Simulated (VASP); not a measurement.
Input of a VASP 6.6.1 run:

The input POSCAR:

```
Ga2O3
1.0
    6.1278415934     -1.5195305740      0.0025319684
    6.1278415934      1.5195305740      0.0025319684
   -1.3883847060      0.0000000000      5.6399773692
Ga O
4 6
Direct
    0.0905209732      0.0905209732      0.7947888376
    0.9094790268      0.9094790268      0.2052111624
    0.6587278754      0.6587278754      0.3144766575
    0.3412721246      0.3412721246      0.6855233425
    0.1642143314      0.1642143314      0.1091577322
    0.8357856686      0.8357856686      0.8908422678
    0.1733419983      0.1733419983      0.5635248266
    0.8266580017      0.8266580017      0.4364751734
    0.4962851434      0.4962851434      0.2562373614
    0.5037148566      0.5037148566      0.7437626386
```

File INCAR.step1:

```
SYSTEM = Ga2O3
ALGO = Normal
EDIFF = 1E-5
ENCUT = 660
GGA = PE
GGA_COMPAT = .False.
ISMEAR = 0
LASPH = .True.
LCHARG = .False.
LREAL = .False.
LWAVE = .True.
NBANDS = 55
NELM = 120
PREC = Accurate
SIGMA = 0.02
```

INCAR.step2

```
SYSTEM = Ga2O3
ALGO = Normal
EDIFF = 1E-6
ENCUT = 660
GGA_COMPAT = .False.
ISIF = 2
ISMEAR = 0
ISTART = 1
LASPH = .True.
LCHARG = .False.
LMIXTAU = .True.
LREAL = .False.
LWAVE = .False.
METAGGA = R2SCAN
NBANDS = 55
NELM = 120
PREC = Accurate
SIGMA = 0.02
```

KPOINTS

```
k-points
0
Gamma
  8 8 4
  0 0 0
```

Potentials or basis: VASP PAW PBE potentials, release 64 (Ga_d, O).

Run with:

```sh
$ cat potpaw_PBE.64/Ga_d/POTCAR potpaw_PBE.64/O/POTCAR > POTCAR
$ cp INCAR.step1 INCAR
$ mpirun -np 1 vasp_std > vasp.out
$ cp INCAR.step2 INCAR
$ mpirun -np 1 vasp_std > vasp.out
```

(1) Estimate the pressure.

(2) What does it give for the largest force?

Results:

(1) 1.5 GPa.

(2) 0.077 eV/Å.

Caveat: the PAW data sets were made with another functional, which shifts forces and pressure a little.
